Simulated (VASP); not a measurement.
The system is MnS.

```
Mn S
1.0
     0.00000    2.60450    2.60450
     2.60450    0.00000    2.60450
     2.60450    2.60450    0.00000
Mn S
1 1
Cartesian
  0.0000 0.0000 0.0000
  2.6045 2.6045 2.6045
```

| Item | Value |
| --- | --- |
| Program | VASP 6.6.1 |
| Task | relaxation of cell and atoms |
| Functional | PBE |
| Dispersion | D4 |
| Potentials or basis | VASP PAW PBE potentials, release 64 (Mn_pv, S) |
| Cutoff | 600 eV |
| k mesh | 9 × 9 × 9 |
| Occupations | fermi-dirac, width 0.05 eV |
| Spin | collinear spin, ferromagnetic start |
| Starting moments | [4.0, 0.0] μB |

At the start: pressure -6.3 GPa; volume 17.67 Å³/atom.

Question: How do energy, volume and symmetry change on relaxing?

Answer: Over 4 steps the energy falls by 45.9 meV/atom and the volume is 15.24 Å³/atom (-13.7 %); space group Fm-3m (No. 225, to 0.05 Å); moment 4.14 μB per cell.

Step by step:
| step | energy change (eV) | largest force (eV/Å) | pressure (GPa) | volume (Å³) |
| --- | --- | --- | --- | --- |
| 1 | 0.0000 | 0.0000 | -6.25 | 35.33 |
| 2 | -0.0847 | 0.0000 | -1.71 | 31.93 |
| 3 | -0.0916 | 0.0000 | -0.33 | 30.75 |
| 4 | -0.0918 | 0.0000 | -0.05 | 30.49 |

Final structure:
```
Mn S
1.0
     0.00000    2.47952    2.47952
     2.47952    0.00000    2.47952
     2.47952    2.47952    0.00000
Mn S
1 1
Direct
  0.00000 0.00000 0.00000
  0.50000 0.50000 0.50000
```

Caveat: the volume moved by -14 % from the deposited cell, more than functionals usually miss; a cell with one magnetic atom can't hold antiferromagnetic order, which such compounds often take; pairwise dispersion overbinds metals, which lowers pressure and volume.
